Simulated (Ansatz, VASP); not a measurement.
**Si3N4: VASP beside Ansatz**

The input INCAR:

```
  PREC = Accurate
  ENCUT = 520
  EDIFF = 1E-8
  ISMEAR = -1
  SIGMA = 0.02
  LREAL = False
  LASPH = True
  NELM = 120
  ALGO = Normal
  ISIF = 2
  LWAVE = False
  LCHARG = False
  GGA = PE
  LEFG = True
  NBANDS = 45
  GGA_COMPAT = False
```

KPOINTS

```
Automatic mesh
0
Gamma
  4 4 10
```

Contents of POSCAR:

```
Si3N4
1.0
    7.6018000000      0.0000000000      0.0000000000
   -3.8009000000      6.5833519145      0.0000000000
    0.0000000000      0.0000000000      2.9066000000
Si N
6 8
Direct
    0.1773000000      0.7677000000      0.2500000000
    0.4096000000      0.1773000000      0.7500000000
    0.2323000000      0.4096000000      0.2500000000
    0.8227000000      0.2323000000      0.7500000000
    0.5904000000      0.8227000000      0.2500000000
    0.7677000000      0.5904000000      0.7500000000
    0.3333333333      0.6666666667      0.2500000000
    0.6666666667      0.3333333333      0.7500000000
    0.3337000000      0.0323000000      0.2500000000
    0.3014000000      0.3337000000      0.7500000000
    0.9677000000      0.3014000000      0.2500000000
    0.6663000000      0.9677000000      0.7500000000
    0.6986000000      0.6663000000      0.2500000000
    0.0323000000      0.6986000000      0.7500000000
```

Input for Ansatz:

```yaml
crystal:
  lattice:
    - [7.6018, 0.0, 0.0]
    - [-3.8009, 6.5833519145, 0.0]
    - [0.0, 0.0, 2.9066]
  atoms:
    - { symbol: Si, position: [0.1773, 0.7677, 0.25] }
    - { symbol: Si, position: [0.4096, 0.1773, 0.75] }
    - { symbol: Si, position: [0.2323, 0.4096, 0.25] }
    - { symbol: Si, position: [0.8227, 0.2323, 0.75] }
    - { symbol: Si, position: [0.5904, 0.8227, 0.25] }
    - { symbol: Si, position: [0.7677, 0.5904, 0.75] }
    - { symbol: "N", position: [0.3333333333, 0.6666666667, 0.25] }
    - { symbol: "N", position: [0.6666666667, 0.3333333333, 0.75] }
    - { symbol: "N", position: [0.3337, 0.0323, 0.25] }
    - { symbol: "N", position: [0.3014, 0.3337, 0.75] }
    - { symbol: "N", position: [0.9677, 0.3014, 0.25] }
    - { symbol: "N", position: [0.6663, 0.9677, 0.75] }
    - { symbol: "N", position: [0.6986, 0.6663, 0.25] }
    - { symbol: "N", position: [0.0323, 0.6986, 0.75] }
kpoints:
  mp_grid: { grid: [4, 4, 10] }
scf:
  occupations: { method: fermi_dirac, width: 0.02 }
hamiltonian:
  xc: pbe
  pseudopotentials: { kind: paw }
output:
  forces: true
  stress: true
  populations: true
  efg:
    quadrupole_moments_barn: { "N": 0.02044 }
    contact_densities: true
basis:
  xc_grid: 3
```

Alike in both runs: task electric field gradients; functional PBE; k mesh 4 × 4 × 10; occupations fermi-dirac, width 0.02 eV; no spin polarisation.

|  | VASP | Ansatz |
| --- | --- | --- |
| version | VASP 6.6.1 | Ansatz 0.2.0 |
| potentials or method | VASP PAW PBE potentials, release 64 (Si, N) | plane-wave PAW, scalar-relativistic |
| plane-wave cutoff (eV) | 520 | 420 |
| valence electrons in the cell | 64 | 64 |

|  | VASP | Ansatz | Ansatz less VASP |
| --- | --- | --- | --- |
| gap on the k mesh at the Fermi level (eV) | 4.34 | 4.35 | +0.012 |
| pressure (GPa) | 5.8 | 6.1 | +0.29 |
| traceless stress, the component that is largest in VASP (GPa) | -1.51 | -1.49 | +0.019 |
| rms of the force components (eV/Å) | 0.375 | 0.375 | -0.0001 |
| size of Vzz on the site where it differs most (V/Å²) | 42.4 | 45.6 | +3.16 |

Atom by atom the forces differ by 0.002 eV/Å (rms over components).
